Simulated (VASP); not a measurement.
A run of VASP 6.6.1 is set up as follows.

The input INCAR:

```
SYSTEM = Mg
  PREC = Accurate
  ENCUT = 520
  EDIFF = 1E-6
  ISMEAR = 0
  SIGMA = 0.1
  LREAL = .False.
  LASPH = .True.
  NELM = 100
  ALGO = Normal
  ISIF = 2
  LWAVE = .False.
  LCHARG = .False.
  GGA = PE
  NBANDS = 7
```

Contents of KPOINTS:

```
regular mesh
0
Gamma
  14 14 14
  0 0 0
```

File POSCAR:

```
Mg
1.0
   -1.7893860359      1.7893860359      1.7893860359
    1.7893860359     -1.7893860359      1.7893860359
    1.7893860359      1.7893860359     -1.7893860359
Mg
1
Direct
    0.0000000000      0.0000000000      0.0000000000
```

Potentials or basis: VASP PAW PBE potentials, release 64 (Mg).

The run is started by

```sh
$ cat potpaw_PBE.64/Mg/POTCAR > POTCAR
$ mpirun -np 1 vasp_std > vasp.out
```

Question: What does it give for the band gap on the k mesh?

Answer: Zero (bands 1 and 2 overlap by 4.77 eV).

Question: Predict the pressure.

Answer: -0.1 GPa.
